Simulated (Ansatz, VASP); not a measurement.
**Two plane-wave programs on InSe**

File INCAR:

```
PREC = Accurate ; ENCUT = 520
EDIFF = 1E-7 ; ISMEAR = 0
SIGMA = 0.05 ; LREAL = F
LASPH = T ; NELM = 80
ALGO = Normal ; ISIF = 2
LWAVE = F ; LCHARG = F
LDIPOL = T ; IDIPOL = 3
DIPOL = 0.5 0.5 0.405 ; GGA = PE
IVDW = 12 ; NBANDS = 48
```

File KPOINTS:

```
regular mesh
0
Gamma
  9 9 1
```

File POSCAR:

```
InSe
1.0
    4.0266104195      0.0000000000      0.0000000000
   -2.0133052098      3.4871469144      0.0000000000
    0.0000000000      0.0000000000     28.2707101099
Se In
4 4
Direct
    0.0000000000      0.0000000000      0.1591753438
    0.0000000000      0.0000000000      0.3496677309
    0.1111111111      0.2222222222      0.4596755796
    0.1111111111      0.2222222222      0.6501679667
    0.6666666667      0.3333333333      0.2049979929
    0.6666666667      0.3333333333      0.3038451626
   -0.5555555556     -0.1111111111      0.5054982288
   -0.5555555556     -0.1111111111      0.6043453984
```

Input for Ansatz:

```yaml
crystal:
  lattice:
    - [4.0266103962, 0.0, 0.0]
    - [-2.0133051981, 3.4871468942, 0.0]
    - [0.0, 0.0, 28.270710502]
  atoms:
    - { symbol: Se, position: [0.0, 0.0, 0.1591753415] }
    - { symbol: In, position: [0.6666666667, 0.3333333333, 0.204997989] }
    - { symbol: In, position: [0.6666666667, 0.3333333333, 0.3038451602] }
    - { symbol: Se, position: [0.0, 0.0, 0.349667733] }
    - { symbol: Se, position: [0.1111111111, 0.2222222222, 0.4596755801] }
    - { symbol: In, position: [-0.5555555556, -0.1111111111, 0.5054982276] }
    - { symbol: In, position: [-0.5555555556, -0.1111111111, 0.6043453988] }
    - { symbol: Se, position: [0.1111111111, 0.2222222222, 0.6501679716] }
basis:
  ecutwfc: 420
kpoints:
  mp_grid: { grid: [9, 9, 1] }
hamiltonian:
  xc: pbe
  pseudopotentials: { kind: paw, azcp: { folder: soft_1 } }
  dispersion: d3bj
scf:
  occupations: { method: gaussian, width: 0.05 }
output:
  forces: true
  eigenvalues: true
efield:
  axis: 3
  dipole_correction: true
  ramp_width: 0.04
```

Alike in both runs: task single point; functional PBE; dispersion D3(BJ); k mesh 9 × 9 × 1; occupations gaussian, width 0.05 eV; no spin polarisation.

|  | VASP | Ansatz |
| --- | --- | --- |
| version | VASP 6.6.1 | Ansatz 0.2.0 |
| potentials or method | VASP PAW PBE potentials, release 64 (Se, In_d), cutoff 520 eV | scalar-relativistic, plane waves, PAW |
| valence electrons in the cell | 76 | 116 |

Ansatz gave:

- gap on the k mesh at the Fermi level (eV): 0.92
- least direct gap on the mesh (eV): 1.00
- rms of the force components (eV/Å): 0.096

Problem. Estimate VASP's values.

Solution. gap on the k mesh at the Fermi level (eV): 0.91; least direct gap on the mesh (eV): 0.99; rms of the force components (eV/Å): 0.094.

VASP's potentials hold 76 valence electrons a cell and Ansatz's 116, so a difference there can come from the potentials and not from the codes.
